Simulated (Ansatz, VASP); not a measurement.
MgO in VASP and in Ansatz

```
Mg O
1.0
     0.00000    2.12850    2.12850
     2.12850    0.00000    2.12850
     2.12850    2.12850    0.00000
Mg O
1 1
Direct
  0.00000 0.00000 0.00000
  0.50000 0.50000 0.50000
```

Alike in both runs: task single point; functional PBE; k mesh 9 × 9 × 9; no spin polarisation.

|  | VASP | Ansatz |
| --- | --- | --- |
| version | VASP 6.6.1 | Ansatz 0.2.0 |
| potentials or method | VASP PAW PBE potentials, release 64 (Mg, O), cutoff 600 eV | PAW, plane waves, scalar-relativistic |
| occupations | gaussian, width 0.01 eV | fixed |
| valence electrons in the cell | 8 | 16 |

|  | VASP | Ansatz | Ansatz less VASP |
| --- | --- | --- | --- |
| pressure (GPa) | -1.4 | -0.3 | +1.03 |

VASP's potentials hold 8 valence electrons a cell and Ansatz's 16, so a difference there can come from the potentials and not from the codes.
